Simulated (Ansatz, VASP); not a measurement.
# Two plane-wave programs on Ta

```xyz
1
Lattice="-1.6523 1.7019 1.6523 1.6523 -1.7019 1.6523 1.6523 1.7019 -1.6523" Properties=species:S:1:pos:R:3 pbc="T T T"
Ta    0.0000    0.0000    0.0000
```

Change from the starting cell: strain +0.0300 x Voigt [0, 1, 0, 0, 0, 0], atoms carried along.

Alike in both runs: task single point; functional r2SCAN; k mesh 26 × 26 × 26; occupations gaussian, width 0.15 eV; no spin polarisation.

```csv
,VASP,Ansatz
version,VASP 6.6.1,Ansatz 0.2.0
potentials or method,"VASP PAW PBE potentials, release 64 (Ta_pv), cutoff 520 eV","scalar-relativistic, plane waves, PAW"
valence electrons in the cell,11,13
```

Ansatz gave:

```
gap on the k mesh at the Fermi level (eV)                     : none
pressure (GPa)                                                : -5.5
traceless stress, the component that is largest in VASP (GPa) : -2.01
```

Q: Which values does VASP return?

A: gap on the k mesh at the Fermi level (eV): none; pressure (GPa): -4.9; traceless stress, the component that is largest in VASP (GPa): -2.00.

VASP's potentials were made for PBE, not for r2SCAN. A gap of «none» marks a metal or a gap that the smearing closes. With one functional, cell and mesh, what is left measures potentials, basis and numerics. VASP's potentials hold 11 valence electrons a cell and Ansatz's 13, so a difference there can come from the potentials and not from the codes.

Spin-orbit coupling is off throughout.
